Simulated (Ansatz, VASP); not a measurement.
**Two plane-wave programs on Ga3S**

```
CELL_PARAMETERS angstrom
4.16204 0.00000 0.00000
0.00000 4.16204 0.00000
0.00000 0.00000 4.16204
ATOMIC_POSITIONS crystal
Ga 0.00000 0.50000 0.50000
Ga 0.50000 0.00000 0.50000
Ga 0.50000 0.50000 0.00000
S 0.00000 0.00000 0.00000
```

Alike in both runs: task relaxation of cell and atoms; functional PBE; k mesh 4 × 4 × 4; occupations gaussian, width 0.1 eV; no spin polarisation.

```csv
,VASP,Ansatz
version,VASP 6.6.1,Ansatz 0.2.0
potentials or method,"VASP PAW PBE potentials, release 64 (Ga_d, S), cutoff 600 eV","scalar-relativistic, plane waves, PAW"
valence electrons in the cell,45,45
```

Ansatz gave:

- gap on the k mesh at the Fermi level, each at its own relaxed structure (eV): none
- relaxed volume (Å³/atom): 20.27
- relaxed cell length with the largest relative difference (Å): 4.328

**Question.** Which values does VASP return?

**Answer.** gap on the k mesh at the Fermi level, each at its own relaxed structure (eV): none; relaxed volume (Å³/atom): 20.22; relaxed cell length with the largest relative difference (Å): 4.325.

A gap of «none» marks a metal or a gap that the smearing closes.

The k mesh is coarse, so the values compare programs but aren't converged.
